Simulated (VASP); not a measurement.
A run of VASP 6.6.1 is set up as follows.

INCAR

```
PREC     = Accurate       # precision mode
ENCUT    = 520            # plane-wave cutoff, eV
EDIFF    = 1E-6           # SCF threshold, eV
ISMEAR   = 0              # smearing method
SIGMA    = 0.1            # smearing width, eV
LREAL    = F              # projectors in reciprocal space
LASPH    = T              # aspherical terms in the spheres
NELM     = 80             # most SCF steps
ALGO     = Normal         # electronic algorithm
ISIF     = 2              # what is computed and relaxed
LWAVE    = F              # write WAVECAR
LCHARG   = T              # write CHGCAR
GGA      = PE             # functional
LELF     = T              # ELF
LVHAR    = T            
NBANDS   = 33             # bands
```

The input KPOINTS:

```
regular mesh
0
Gamma
  8 8 8
```

The input POSCAR:

```
KScBr4
1.0
    0.0000000000      4.5843941410      4.5843941410
    4.5843941410      0.0000000000      4.5843941410
    4.5843941410      4.5843941410      0.0000000000
K Sc Br
1 1 4
Direct
    0.7500000000      0.7500000000      0.7500000000
    0.0000000000      0.0000000000      0.0000000000
    0.8757038491      0.3747653836      0.3747653836
    0.3747653836      0.3747653836      0.3747653836
    0.3747653836      0.8757038491      0.3747653836
    0.3747653836      0.3747653836      0.8757038491
```

Potentials or basis: VASP PAW PBE potentials, release 64 (K_sv, Sc_sv, Br).

Command:

```sh
$ cat potpaw_PBE.64/K_sv/POTCAR potpaw_PBE.64/Sc_sv/POTCAR potpaw_PBE.64/Br/POTCAR > POTCAR
$ mpirun -np 1 vasp_std > vasp.out
```

Problem. What does it give for the band gap on the k mesh?

Solution. Zero (band 24 reaches 1.93 eV, above the bottom of band 25 at 1.82 eV).

Problem. Predict the pressure.

Solution. 0.0 GPa.

Forces on the atoms (eV/Å):
```
K    0.000  0.000  0.000
Sc   0.000  0.000  0.000
Br   0.002 -0.002 -0.002
Br   0.002  0.002  0.002
Br  -0.002  0.002 -0.002
Br  -0.002 -0.002  0.002
```
